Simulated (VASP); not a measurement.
AlGaN2:

```
CELL_PARAMETERS angstrom
1.47475 0.85145 4.81914
-1.47475 0.85145 4.81914
0.00000 -1.70289 4.81914
ATOMIC_POSITIONS crystal
Al 0.00000 0.00000 0.00000
Ga 0.50000 0.50000 0.50000
N 0.25377 0.25377 0.25377
N 0.74623 0.74623 0.74623
```

| Property | Result |
| --- | --- |
| Program | VASP 6.6.1 |
| Task | relaxation of cell and atoms |
| Functional | r2SCAN |
| Potentials or basis | VASP PAW PBE potentials, release 64 (Al, Ga_d, N) |
| Cutoff | 600 eV |
| k mesh | 10 × 10 × 10 |
| Occupations | fermi-dirac, width 0.02 eV |
| Spin | no spin polarisation |

At the start: pressure -7.0 GPa; volume 9.08 Å³/atom.

Problem. How do energy, volume and symmetry change on relaxing?

Solution. Over 5 steps the energy falls by 5.8 meV/atom and the volume is 8.83 Å³/atom (-2.8 %); space group R-3m (No. 166, to 0.05 Å).

The path:
```
step  energy change (eV)  largest force (eV/Å)  pressure (GPa)  volume (Å³)
   1              0.0000                0.0606           -6.97        36.31
   2              0.0019                0.0282            8.20        34.27
   3             -0.0233                0.0223            0.09        35.28
   4             -0.0233                0.0231           -0.09        35.30
   5             -0.0233                0.0023           -0.07        35.31
```

Final structure:
```
CELL_PARAMETERS angstrom
1.46096 0.84349 4.77500
-1.46096 0.84349 4.77500
0.00000 -1.68698 4.77500
ATOMIC_POSITIONS crystal
Al 0.00000 0.00000 0.00000
Ga 0.50000 0.50000 0.50000
N 0.25360 0.25360 0.25360
N 0.74640 0.74640 0.74640
```

Caveat: the PAW data sets were made with another functional, which shifts forces and pressure a little.
